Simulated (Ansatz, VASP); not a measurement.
**One calculation of BaZrO3, two programs**

INCAR

```
ALGO = Normal
EDIFF = 1E-7
EDIFFG = -0.01
ENCUT = 600
GGA = PS
IBRION = 2
ISIF = 3
ISMEAR = -1
LASPH = T
LCHARG = F
LDAU = T
LDAUJ = 0 0 0
LDAUL = -1 2 -1
LDAUPRINT = 1
LDAUTYPE = 2
LDAUU = 0 1 0
LMAXMIX = 4
LREAL = F
LWAVE = F
NELM = 150
NSW = 60
PREC = Accurate
SIGMA = 0.05
```

The input KPOINTS:

```
k-points
0
Gamma
  6 6 6
```

POSCAR

```
BaZrO3
1.0
    4.1913400000      0.0000000000      0.0000000000
    0.0000000000      4.1913400000      0.0000000000
    0.0000000000      0.0000000000      4.1913400000
Ba Zr O
1 1 3
Direct
    0.0000000000      0.0000000000      0.0000000000
    0.5000000000      0.5000000000      0.5000000000
    0.5000000000      0.5000000000      0.0000000000
    0.5000000000      0.0000000000      0.5000000000
    0.0000000000      0.5000000000      0.5000000000
```

The input input.yaml:

```yaml
crystal:
  lattice:
    - [4.19134, 0.0, 0.0]
    - [0.0, 4.19134, 0.0]
    - [0.0, 0.0, 4.19134]
  atoms:
    - { symbol: Ba, position: [0.0, 0.0, 0.0] }
    - { symbol: Zr, position: [0.5, 0.5, 0.5] }
    - { symbol: O, position: [0.5, 0.5, 0.0] }
    - { symbol: O, position: [0.5, 0.0, 0.5] }
    - { symbol: O, position: [0.0, 0.5, 0.5] }
hamiltonian:
  xc: pbesol
  pseudopotentials: { kind: paw }
  hubbard: { sites: [{ species: Zr, l: d, u_eff: 1.0 }] }
kpoints:
  mp_grid: { grid: [6, 6, 6] }
scf:
  occupations: { method: fermi_dirac, width: 0.05 }
output:
  forces: true
  stress: true
  eigenvalues: true
  write_density: true
  write_potential: true
  elf: true
  volumetric_format: npy
relax:
  f_tol: 0.01
  max_steps: 40
  cell: { stress_tol: 0.05 }
```

Alike in both runs: task relaxation of cell and atoms; functional PBEsol; k mesh 6 × 6 × 6; occupations fermi-dirac, width 0.05 eV; no spin polarisation; Hubbard terms Zr d U = 1.0 eV.

```csv
,VASP,Ansatz
version,VASP 6.6.1,Ansatz 0.2.0
potentials or method,"VASP PAW PBE potentials, release 64 (Ba_sv, Zr_sv, O)",Ansatz PAW
plane-wave cutoff (eV),600,420
valence electrons in the cell,40,40
```

|  | VASP | Ansatz | Ansatz less VASP |
| --- | --- | --- | --- |
| gap on the k mesh at the Fermi level, each at its own relaxed structure (eV) | 3.24 | 3.33 | +0.089 |
| relaxed volume (Å³/atom) | 14.80 | 14.66 | -0.141 |
| relaxed length of the cell vector where the two differ most in proportion (Å) | 4.198 | 4.185 | -0.0134 |

VASP's potentials were made for PBE, not for PBEsol. The programs project onto different local orbitals, so the same U acts differently, and such runs can settle in different states.

Spin-orbit coupling is off throughout. Noted on Ansatz's run: the plane-wave basis is chosen anew once the cell has moved, so the energies of steps on either side of that aren't comparable.
